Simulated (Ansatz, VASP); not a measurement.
Ta2H in VASP and in Ansatz

The input POSCAR:

```
Ta2H
1.0
    1.7204951073     -2.3714690318      0.0000000000
    1.7204951073      2.3714690318      0.0000000000
    0.0000000000      0.0000000000      4.7585693900
Ta H
2 1
Direct
    0.0000000000      0.5000000000      0.2645697700
    0.5000000000      0.0000000000      0.7354302300
    0.0000000000      0.0000000000      0.0000000000
```

The input INCAR.step1:

```
PREC = Accurate
ENCUT = 520
ISMEAR = 0
SIGMA = 0.05
LREAL = F
LASPH = T
NELM = 80
NBANDS = 18
GGA = PE
ALGO = Normal
EDIFF = 1E-4
LWAVE = T
LCHARG = F
```

INCAR.step2

```
PREC = Accurate
ENCUT = 520
EDIFF = 1E-6
ISMEAR = 0
SIGMA = 0.05
LREAL = F
LASPH = T
NELM = 80
ALGO = Normal
ISIF = 2
LWAVE = F
LCHARG = T
METAGGA = R2SCAN
LMIXTAU = T
LELF = T
LVHAR = T
NBANDS = 18
ISTART = 1
```

The input KPOINTS:

```
regular mesh
0
Gamma
  12 12 8
```

Input for Ansatz:

```yaml
crystal:
  lattice:
    - [1.7204951073, -2.3714690318, 0.0]
    - [1.7204951073, 2.3714690318, 0.0]
    - [0.0, 0.0, 4.75856939]
  atoms:
    - { symbol: Ta, position: [0.0, 0.5, 0.26456977] }
    - { symbol: Ta, position: [0.5, 0.0, 0.73543023] }
    - { symbol: H, position: [0.0, 0.0, 0.0] }
basis:
  ecutwfc: 500
  fft_grid_basis: typed
kpoints:
  mp_grid: { grid: [12, 12, 8] }
hamiltonian:
  xc: r2scan
scf:
  occupations: { method: gaussian, width: 0.05 }
output:
  forces: true
  stress: true
  eigenvalues: true
  bader: true
  write_density: true
  volumetric_format: npy
  elf: true
```

Alike in both runs: task single point; functional r2SCAN; k mesh 12 × 12 × 8; occupations gaussian, width 0.05 eV; no spin polarisation.

|  | VASP | Ansatz |
| --- | --- | --- |
| version | VASP 6.6.1 | Ansatz 0.2.0 |
| potentials or method | VASP PAW PBE potentials, release 64 (Ta_pv, H), cutoff 520 eV | scalar-relativistic, plane waves, PAW |
| valence electrons in the cell | 23 | 27 |

|  | VASP | Ansatz | Ansatz less VASP |
| --- | --- | --- | --- |
| gap on the k mesh at the Fermi level (eV) | none | none | - |
| pressure (GPa) | -0.3 | -0.9 | -0.60 |
| traceless stress, the component that is largest in VASP (GPa) | -0.58 | -0.55 | +0.022 |
| rms of the force components (eV/Å) | 0.016 | 0.024 | +0.0080 |

VASP's potentials were made for PBE, not for r2SCAN. Atom by atom the forces differ by 0.008 eV/Å (rms over components). A gap of «none» marks a metal or a gap that the smearing closes. VASP's potentials hold 23 valence electrons a cell and Ansatz's 27, so a difference there can come from the potentials and not from the codes.

Spin-orbit coupling is off throughout.
